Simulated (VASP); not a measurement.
A run of VASP 6.6.1 is set up as follows.

The input INCAR:

```
ALGO = Normal
EDIFF = 1E-7
ENCUT = 520
ISIF = 2
ISMEAR = 0
LASPH = True
LCHARG = False
LREAL = False
LWAVE = False
NBANDS = 27
NELM = 100
PREC = Accurate
SIGMA = 0.01
```

KPOINTS

```
k-points
0
Gamma
  8 8 8
```

POSCAR

```
InSe
1.0
    2.0105578926      1.1607961405      8.4106659492
   -2.0105578926      1.1607961405      8.4106659492
    0.0000000000     -2.3215922810      8.4106659492
In Se
2 2
Direct
    0.0004771575      0.0004771575      0.0004771575
    0.1108703958      0.1108703958      0.1108703958
    0.6169580843      0.6169580843      0.6169580843
    0.8276943625      0.8276943625      0.8276943625
```

Potentials or basis: VASP PAW LDA potentials, release 64 (In_d, Se).

Run with:

```console
$ cat potpaw_LDA.64/In_d/POTCAR potpaw_LDA.64/Se/POTCAR > POTCAR
$ mpirun -np 1 vasp_std > vasp.out
```

Q: Estimate the pressure.

A: -1.7 GPa.

Q: Estimate the largest force.

A: 0.094 eV/Å.

Q: Estimate the band gap on the k mesh.

A: 0.19 eV.

Forces in eV/Å, atoms in the order of the input:
```
In   0.000  0.000  0.027
In   0.000  0.000 -0.030
Se   0.000  0.000  0.094
Se   0.000  0.000 -0.092
```

Caveat: spin-orbit coupling is left out, which moves the levels of the heavy elements. A k mesh can miss the band edges.
